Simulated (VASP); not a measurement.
# Te: single point with PBEsol

The system is Te.

```
Te
1.0
     0.00000    3.62163    3.62163
     3.62163    0.00000    3.62163
     3.62163    3.62163    0.00000
Te
2
Direct
  0.12500 0.12500 0.12500
  0.87500 0.87500 0.87500
```

This isn't the form of Te at room conditions, which is trigonal, of chains.

| Quantity | Value |
| --- | --- |
| Program | VASP 6.6.1 |
| Task | single point |
| Functional | PBEsol |
| Potentials or basis | VASP PAW PBE potentials, release 64 (Te) |
| Cutoff | 520 eV |
| k mesh | 9 × 9 × 9 |
| Occupations | fermi-dirac, width 0.1 eV |
| Spin | no spin polarisation |
| Dipole correction | no |
| Further INCAR settings | ALGO = Normal; EDIFF = 1e-07; NBANDS = 13 |

```json
{
 "Pressure": "-1.9 GPa",
 "Band gap on the k mesh": "zero (bands 6 and 7 overlap by 0.87 eV)"
}
```

Levels at points of the mesh, in eV from the Fermi level:
| k point | band 2 | band 3 | band 4 | band 5 | band 6 | band 7 | band 8 | band 9 | band 10 | band 11 |
| --- | --- | --- | --- | --- | --- | --- | --- | --- | --- | --- |
| (0.00, 0.00, 0.00) | -8.77 | -2.87 | -2.87 | -2.87 | -0.63 | -0.63 | -0.63 | 3.58 | 5.98 | 5.98 |

Wall time 49 s on 1 thread of Intel(R) Xeon(R) Platinum 8259CL CPU @ 2.50GHz (Skylake/Cascade Lake) (shared host), peak memory 0.24 GiB.

Caveat: the PAW data sets were made with another functional, which shifts forces and pressure a little; spin-orbit coupling is left out, which moves the levels of the heavy elements.
